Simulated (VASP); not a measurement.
A run of VASP 6.6.1 is set up as follows.

File INCAR:

```
  ALGO = Normal
  EDIFF = 1E-6
  EDIFFG = -0.01
  ENCUT = 600
  GGA = PE
  IBRION = 2
  ISIF = 3
  ISMEAR = 0
  KPAR = 4
  LASPH = T
  LCHARG = F
  LREAL = F
  LWAVE = F
  NELM = 60
  NSW = 100
  PREC = Accurate
  SIGMA = 0.02
```

Contents of KPOINTS:

```
k-points
0
Gamma
  8 6 4
```

File POSCAR:

```
Li3SiN2
1.0
    3.7388555667      0.0000000000      0.0000000000
   -1.8300854520      5.0717323817      0.0000000000
   -0.0356028822     -2.7282969129      7.6131278998
Li Si N
6 2 4
Direct
    0.9381086455      0.2045207056      0.8211029887
    0.9396571227      0.2233985267      0.3348187369
    0.3029211094      0.9352597851      0.6805223840
    0.2798513433      0.8946087978      0.2502030181
    0.7431971163      0.8360112627      0.9646464720
    0.7794832814      0.8900031415      0.4681192310
    0.5621587495      0.4574167122      0.6631983574
    0.5594380569      0.4365395688      0.0810194269
    0.7370696181      0.8009370770      0.6985738020
    0.7226874472      0.7784548912      0.2003936887
    0.5179153548      0.3682844529      0.8535948193
    0.4175121550      0.1745650784      0.4838070749
```

Potentials or basis: VASP PAW PBE potentials, release 64 (Li_sv, Si, N).

Command:

```console
$ cat potpaw_PBE.64/Li_sv/POTCAR potpaw_PBE.64/Si/POTCAR potpaw_PBE.64/N/POTCAR > POTCAR
$ mpirun -np 4 vasp_std > vasp.out
```

Q: Predict the relaxed volume.

A: 11.99 Å³/atom.

Q: Estimate the relaxed cell.

A: a = 3.733 Å, b = 5.385 Å, c = 8.083 Å, α = 108.39°, β = 90.19°, γ = 109.88°.

The path:
| step | energy change (eV) | largest force (eV/Å) | pressure (GPa) | volume (Å³) |
| --- | --- | --- | --- | --- |
| 1 | 0.0000 | 0.0455 | -0.17 | 144.36 |
| 2 | -0.0001 | 0.0858 | -0.04 | 144.10 |
| 3 | -0.0002 | 0.0439 | -0.08 | 144.19 |
| 4 | -0.0002 | 0.0644 | 0.05 | 143.96 |
| 5 | -0.0003 | 0.0241 | 0.00 | 144.06 |
| 6 | -0.0003 | 0.0181 | 0.01 | 143.96 |
| 7 | -0.0003 | 0.0214 | 0.02 | 143.91 |
| 8 | -0.0003 | 0.0312 | -0.01 | 143.87 |
| 9 | -0.0004 | 0.0126 | 0.01 | 143.89 |
| 10 | -0.0004 | 0.0095 | 0.01 | 143.89 |

Caveat: the cutoff is under 1.25 times the usual one of these potentials, so pressure, stress and relaxed cells hold a basis-set (Pulay) error.
